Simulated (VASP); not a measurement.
# TiAl (P-6m2) in VASP: further runs

The runs below take TiAl through relaxation of cell and atoms, with PBEsol.

Program: VASP 6.6.1. These are calculated values, not measurements. Logs are shortened: lines on timing, memory, paths and dates and some standing lists are left out, and cuts for length are marked.

### Step 1. The cell of the first run

The structure is hexagonal, space group P-6m2 (No. 187). The conventional cell has a = 2.867 Å, b = 2.867 Å, c = 4.678 Å, α = 90.00°, β = 90.00°, γ = 120.00°. Ti (site symmetry -6m2) has 6 Al at 2.87 Å and 6 Ti at 2.87 Å within 3.8 Å. Al (site symmetry -6m2) has 6 Ti at 2.87 Å and 6 Al at 2.87 Å within 3.8 Å.

### Step 2. Relaxation of cell and atoms, PBEsol

Input file INCAR:

```
SYSTEM = TiAl
PREC     = Accurate       ! precision mode
ENCUT    = 600            ! plane-wave cutoff, eV
EDIFF    = 1E-6           ! SCF threshold, eV
ISMEAR   = -1             ! smearing method
SIGMA    = 0.05           ! smearing width, eV
LREAL    = .False.        ! projectors in reciprocal space
LASPH    = .True.         ! aspherical terms in the spheres
NELM     = 80             ! most SCF steps
ALGO     = Normal         ! electronic algorithm
ISIF     = 3              ! what is computed and relaxed
LWAVE    = .False.        ! write WAVECAR
LCHARG   = .False.        ! write CHGCAR
GGA      = PS             ! functional
IBRION   = 2              ! ionic algorithm
NSW      = 60             ! ionic steps
EDIFFG   = -0.01          ! ionic threshold
```

Input file KPOINTS:

```
regular mesh
0
Gamma
  11 11 6
  0 0 0
```

Input file POSCAR:

```
TiAl
1.0
    2.8672622327      0.0000000000      0.0000000000
   -1.4336311163      2.4831219328      0.0000000000
    0.0000000000      0.0000000000      4.6780830000
Ti Al
1 1
Direct
    0.0000000000      0.0000000000      0.0000000000
    0.3333333333      0.6666666667      0.5000000000
```

Potentials or basis: VASP PAW PBE potentials, release 64 (Ti_sv, Al).

Run with:

```console
$ cat potpaw_PBE.64/Ti_sv/POTCAR potpaw_PBE.64/Al/POTCAR > POTCAR
$ mpirun -np 1 vasp_std > vasp.out
```

OUTCAR:

```text
SYSTEM = TiAl
   PREC = Accurate
   ENCUT = 600
   EDIFF = 1E-6
   ISMEAR = -1
   LREAL = .False.
   LASPH = .True.
   NELM = 80
   ISIF = 3
   GGA = PS
   IBRION = 2
   NSW = 60
   EDIFFG = -0.01

 ion  position               nearest neighbor table
   1  0.000  0.000  0.000-   2 2.87   2 2.87   2 2.87   2 2.87   2 2.87   2 2.87
   2  0.333  0.667  0.500-   1 2.87   1 2.87   1 2.87   1 2.87   1 2.87   1 2.87

  LATTYP: Found a hexagonal cell.
 ALAT       =     2.8672622327
 C/A-ratio  =     1.6315504549

  Lattice vectors:

 A1 = (   2.8672622327,   0.0000000000,   0.0000000000)
 A2 = (  -1.4336311163,   2.4831219328,   0.0000000000)
 A3 = (   0.0000000000,   0.0000000000,   4.6780830000)

Analysis of symmetry for initial positions (statically):
=====================================================================
 Subroutine PRICEL returns:
 Original cell was already a primitive cell.

 Routine SETGRP: Setting up the symmetry group for a
 hexagonal supercell.

 Subroutine GETGRP returns: Found 12 space group operations
 (whereof 12 operations were pure point group operations)
 out of a pool of 24 trial point group operations.

The static configuration has the point symmetry D_3h.

Analysis of symmetry for dynamics (positions and initial velocities):
=====================================================================
 Subroutine PRICEL returns:
 Original cell was already a primitive cell.

 Routine SETGRP: Setting up the symmetry group for a
 hexagonal supercell.

 Subroutine GETGRP returns: Found 12 space group operations
 (whereof 12 operations were pure point group operations)
 out of a pool of 24 trial point group operations.

The dynamic configuration has the point symmetry D_3h.

 Subroutine INISYM returns: Found 12 space group operations
 (whereof 12 operations are pure point group operations),
 and found     1 'primitive' translations

----------------------------------------------------------------------------------------

                                     Primitive cell

  volume of cell :      33.3068

  direct lattice vectors                    reciprocal lattice vectors
     2.867262233  0.000000000  0.000000000     0.348764751  0.201359423  0.000000000
    -1.433631116  2.483121933  0.000000000     0.000000000  0.402718846  0.000000000
     0.000000000  0.000000000  4.678083000     0.000000000  0.000000000  0.213762774

  length of vectors
     2.867262233  2.867262233  4.678083000     0.402718846  0.402718846  0.213762774

  position of ions in fractional coordinates (direct lattice)
     0.000000000  0.000000000  0.000000000
     0.333333333  0.666666667  0.500000000

  ion indices of the primitive-cell ions
   primitive index   ion index
                 1           1
                 2           2

----------------------------------------------------------------------------------------

 KPOINTS: regular mesh

Automatic generation of k-mesh.
 Grid dimensions read from file:
 generate k-points for:   11   11    6

 Generating k-lattice:

  Cartesian coordinates                     Fractional coordinates (reciprocal lattice)
     0.031705886  0.018305402  0.000000000     0.090909091  0.000000000  0.000000000
     0.000000000  0.036610804  0.000000000     0.000000000  0.090909091  0.000000000
     0.000000000  0.000000000  0.035627129     0.000000000  0.000000000  0.166666667

  Length of vectors
     0.036610804  0.036610804  0.035627129

  Shift w.r.t. Gamma in fractional coordinates (k-lattice)
     0.000000000  0.000000000  0.000000000

 Subroutine IBZKPT returns following result:
 ===========================================

 Found     64 irreducible k-points:

 Following reciprocal coordinates:
            Coordinates               Weight
  0.000000  0.000000  0.000000      1.000000
  0.090909 -0.000000  0.000000      6.000000
  0.181818  0.000000  0.000000      6.000000
  0.272727  0.000000  0.000000      6.000000
  0.363636 -0.000000  0.000000      6.000000
  0.454545  0.000000  0.000000      6.000000
[... 16 lines left out ...]
  0.090909  0.090909  0.166667     12.000000
  0.181818  0.090909  0.166667     24.000000
 [... further k-points ...]
   k-points           NKPTS =     64   k-points in BZ     NKDIM =     64   number of bands    NBANDS=     11
   number of dos      NEDOS =    301   number of ions     NIONS =      2
   total plane-waves  NPLWV =  23040
   dimension x,y,z NGX =    24 NGY =   24 NGZ =   40
   dimension x,y,z NGXF=    48 NGYF=   48 NGZF=   80
   ions per type =               1   1
   NGX,Y,Z   is equivalent  to a cutoff of  13.92, 13.92, 14.21 a.u.
   NGXF,Y,Z  is equivalent  to a cutoff of  27.83, 27.83, 28.43 a.u.
 SYSTEM =  TiAl
   PREC   = accura    normal or accurate (medium, high low for compatibility)
   ISTART =      0    job   : 0-new  1-cont  2-samecut
   ICHARG =      2    charge: 1-file 2-atom 10-const
   ISPIN  =      1    spin polarized calculation?
   LNONCOLLINEAR =      F non collinear calculations
   LSORBIT =      F    spin-orbit coupling
   LASPH  =      T    aspherical Exc in radial PAW
   ENCUT  =  600.0 eV  44.10 Ry    6.64 a.u.   5.73  5.73  9.34*2*pi/ulx,y,z
   NELM   =     80;   NELMIN=  2; NELMDL= -5     # of ELM steps
   EDIFF  = 0.1E-05   stopping-criterion for ELM
   LREAL  =      F    real-space projection
   EDIFFG = -.1E-01   stopping-criterion for IOM
   NSW    =     60    number of steps for IOM
   IBRION =      2    ionic relax: 0-MD 1-quasi-New 2-CG
   NFREE  =      1    steps in history (QN), initial steepest desc. (CG)
   ISIF   =      3    stress and relaxation
   ISYM   =      2    0-nonsym 1-usesym 2-fastsym
   POTIM  = 0.5000    time-step for ionic-motion
   TEBEG  =    0.0;   TEEND  =   0.0 temperature during run
   PSTRESS=    0.0 pullay stress
   NELECT =      15.0000    total number of electrons
   NUPDOWN=      -1.0000    fix difference up-down
   EMIN   =  10.00;   EMAX   =-10.00  energy-range for DOS
   EFERMI =   0.00;   METHOD = LEGACY
   ISMEAR =    -1;   SIGMA  =   0.05  broadening in eV -4-tet -1-fermi 0-gaus
   EFERMI_NEDOS =   21; number of points for ismear=-14 and -15
   IALGO  =     38    algorithm
   IMIX   =      4    mixing-type and parameters
     AMIX     =   0.40;   BMIX     =  1.00
     AMIX_MAG =   1.60;   BMIX_MAG =  1.00
  volume/ion in A,a.u.               =      16.65       112.38
  Fermi-wavevector in a.u.,A,eV,Ry     =   1.254857  2.371335 21.424622  1.574665
  Thomas-Fermi vector in A             =   2.388641
   LORBIT       =      0    0 simple, 1 ext, 2 COOP (PROOUT), +10 PAW based schemes
   GGA     = PS    functional components
   LHFCALC =     F    Hartree Fock is set to
   AEXX    =    0.0000 exact exchange contribution
   IVDW    =     0    specifies the selected vdW correction
   LEPSILON=     F    determine dielectric tensor
   LRPA    =     F    only Hartree local field effects (RPA)
 conjugate gradient relaxation of ions
 non-spin polarized calculation
  energy-cutoff  :      600.00
  volume of cell :       33.31
 maximum number of plane-waves:      1122
 NGX is ok and might be reduce to    24
   NGX = 11   NGY = 11   NGZ = 19

--------------------------------------- Ionic step        1  -------------------------------------------

 number of electron      14.9999999 magnetization

 Free energy of the ion-electron system (eV)
  ---------------------------------------------------
  ext. energy  EPLUGINS =         0.00000000
  ---------------------------------------------------
  free energy    TOTEN  =       -12.93160345 eV

  energy without entropy =      -12.90791569  energy(sigma->0) =      -12.91975957

------------------------ aborting loop because EDIFF is reached ----------------------------------------

  FORCE on cell =-STRESS in cart. coord.  units (eV):
  Direction    XX          YY          ZZ          XY          YZ          ZX
  --------------------------------------------------------------------------------------
  -------------------------------------------------------------------------------------
  Total       -0.4786575     -0.4786575     -0.8048648     -0.0000000      0.0000000     -0.0000000
  in kB      -23.0251308    -23.0251308    -38.7168609     -0.0000000      0.0000000     -0.0000000
  external PRESSURE =     -28.2557075 kB  Pullay stress =       0.0000000 kB
[... 89 lines left out ...]
  FREE ENERGIE OF THE ION-ELECTRON SYSTEM (eV)
  ---------------------------------------------------
  free  energy   TOTEN  =       -12.9401478444 eV

  energy  without entropy=      -12.9167767750  energy(sigma->0) =      -12.92846231

[... ionic steps 4 to 8 ...]

--------------------------------------- Ionic step        9  -------------------------------------------

 number of electron      15.0000004 magnetization

------------------------ aborting loop because EDIFF is reached ----------------------------------------

  FORCE on cell =-STRESS in cart. coord.  units (eV):
  Direction    XX          YY          ZZ          XY          YZ          ZX
  --------------------------------------------------------------------------------------
  -------------------------------------------------------------------------------------
  Total       -0.0200952     -0.0200952     -0.0348736     -0.0000000     -0.0000000      0.0000000
  in kB       -0.9912116     -0.9912116     -1.7201712     -0.0000000     -0.0000000      0.0000000
  external PRESSURE =      -1.2341982 kB  Pullay stress =       0.0000000 kB
[... 57 lines left out ...]
  energy  without entropy=      -12.9166678999  energy(sigma->0) =      -12.92843917

--------------------------------------- Ionic step       11  -------------------------------------------

 number of electron      15.0000004 magnetization

 Free energy of the ion-electron system (eV)
  ---------------------------------------------------
  ext. energy  EPLUGINS =         0.00000000
  ---------------------------------------------------
  free energy    TOTEN  =       -12.94021979 eV

  energy without entropy =      -12.91667387  energy(sigma->0) =      -12.92844683

 E-fermi :   8.0086     XC(G=0): -11.1441

 val. band max:        8.0051632917   @ k =   0.2727   0.0909   0.0000
 cond. band min:       8.0130499731   @ k =   0.3636   0.2727   0.3333
 fundamental gap:      0.0078866813
 Fermi energy:         8.0086334581

 k-point     1 :       0.0000    0.0000    0.0000
  band No.  band energies     occupation
      1     -48.2115      2.00000
      2     -24.6383      2.00000
      3     -24.1948      2.00000
      4     -24.1948      2.00000
      5      -0.9898      2.00000
      6       5.7226      2.00000
      7       6.2609      2.00000
      8       9.3269      0.00000
      9       9.3269      0.00000
     10      10.8504      0.00000
     11      10.8504      0.00000
[... 309 lines left out ...]
 k-point    24 :       0.1818    0.0909    0.1667
  band No.  band energies     occupation
      1     -48.1626      2.00000
      2     -24.5912      2.00000
      3     -24.4810      2.00000
      4     -24.2733      2.00000
      5       0.5838      2.00000
      6       5.6481      2.00000
      7       7.4776      1.99995
      8       8.3159      0.00428
      9      10.3116      0.00000
     10      10.4626      0.00000
     11      10.5990      0.00000

 [... further k-points ...]
[... 5 lines left out ...]
  --------------------------------------------------------------------------------------
  -------------------------------------------------------------------------------------
  Total        0.0087568      0.0087568      0.0025991      0.0000000      0.0000000     -0.0000000
  in kB        0.4323196      0.4323196      0.1283152      0.0000000      0.0000000     -0.0000000
  external PRESSURE =       0.3309848 kB  Pullay stress =       0.0000000 kB
[... 17 lines left out ...]
  FREE ENERGIE OF THE ION-ELECTRON SYSTEM (eV)
  ---------------------------------------------------
  free  energy   TOTEN  =       -12.9402197909 eV

  energy  without entropy=      -12.9166738718  energy(sigma->0) =      -12.92844683

 reached required accuracy - stopping structural energy minimisation
```

Run time: 2.4 min. Hardware: 1 thread of Intel Xeon Platinum 8259CL at 2.50GHz (Skylake/Cascade Lake), shared host; peak memory 0.19 GiB.

Results:

| Property | Result |
| --- | --- |
| Free energy | -12.9402 eV |
| Relaxed volume | 16.23 Å³/atom |
| Relaxed cell | a = 2.850 Å, b = 2.850 Å, c = 4.615 Å, α = 90.00°, β = 90.00°, γ = 120.00° |
| Space group after relaxing (to 0.05 Å) | P-6m2 (No. 187) |
| Energy gained by relaxing | 4.3 meV/atom |
| Ionic steps | 11 |
| Pressure after relaxing | 0.0 GPa |

The path:
```csv
step,energy change (eV),largest force (eV/Å),pressure (GPa),volume (Å³)
1,0.0000,0.0000,-2.83,33.31
2,-0.0053,0.0000,1.96,31.91
3,-0.0085,0.0000,0.06,32.43
4,-0.0085,0.0000,0.05,32.44
5,-0.0085,0.0000,-0.04,32.46
6,-0.0086,0.0000,-0.03,32.48
7,-0.0086,0.0000,-0.10,32.49
8,-0.0086,0.0000,-0.13,32.49
9,-0.0086,0.0000,-0.12,32.48
10,-0.0086,0.0000,0.10,32.42
11,-0.0086,0.0000,0.03,32.45
```

Final structure:
```yaml
crystal:
  lattice:
    - [2.84964, 0.00000, 0.00000]
    - [-1.42482, 2.46786, 0.00000]
    - [0.00000, 0.00000, 4.61469]
  atoms:
    - { symbol: Ti, position: [0.00000, 0.00000, 0.00000] }
    - { symbol: Al, position: [0.33333, 0.66667, 0.50000] }
```

Levels at points of the mesh, in eV from the Fermi level:
| k point | band 5 | band 6 | band 7 | band 8 | band 9 | band 10 |
| --- | --- | --- | --- | --- | --- | --- |
| (0.00, 0.00, 0.00) | -9.00 | -2.29 | -1.75 | 1.32 | 1.32 | 2.84 |
| (0.00, 0.00, 0.50) | -8.05 | -5.30 | -0.39 | 1.33 | 1.33 | 2.76 |

Caveat: the PAW data sets were made with another functional, which shifts forces and pressure a little.

[end of part 1 of 2]
